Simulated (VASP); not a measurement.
A run of VASP 6.6.1:

Contents of POSCAR:

```
NaCl
1.0
    0.0000000000      2.7940632177      2.7940632177
    2.7940632177      0.0000000000      2.7940632177
    2.7940632177      2.7940632177      0.0000000000
Cl Na
1 1
Direct
    0.5000000000      0.5000000000      0.5000000000
    0.0000000000      0.0000000000      0.0000000000
```

INCAR.step1

```
SYSTEM = NaCl
  PREC = Accurate
  ENCUT = 520
  ISMEAR = -1
  SIGMA = 0.05
  LREAL = .FALSE.
  LASPH = .TRUE.
  NELM = 80
  NBANDS = 14
  GGA = PE
  ALGO = Normal
  EDIFF = 1E-4
  LWAVE = .TRUE.
  LCHARG = .FALSE.
```

File INCAR.step2:

```
SYSTEM = NaCl
  PREC = Accurate
  ENCUT = 520
  EDIFF = 1E-6
  ISMEAR = -1
  SIGMA = 0.05
  LREAL = .FALSE.
  LASPH = .TRUE.
  NELM = 80
  ALGO = Normal
  ISIF = 2
  LWAVE = .FALSE.
  LCHARG = .TRUE.
  METAGGA = R2SCAN
  LMIXTAU = .TRUE.
  LELF = .TRUE.
  LVHAR = .TRUE.
  NBANDS = 14
  ISTART = 1
```

Contents of KPOINTS:

```
Automatic mesh
0
G
  8 8 8
  0 0 0
```

Potentials or basis: VASP PAW PBE potentials, release 64 (Cl, Na_pv).

Launch:

```sh
$ cat potpaw_PBE.64/Cl/POTCAR potpaw_PBE.64/Na_pv/POTCAR > POTCAR
$ cp INCAR.step1 INCAR
$ mpirun -np 1 vasp_std > vasp.out
$ cp INCAR.step2 INCAR
$ mpirun -np 1 vasp_std > vasp.out
```

Hardware: 1 thread of AMD EPYC 7R13, with other jobs on the host.

Task: How long does it take, and how much memory?

Result: It took 2.4 min on 1 thread of AMD EPYC 7R13, on a shared host, peak memory 0.14 GiB. Counts: k points 29.
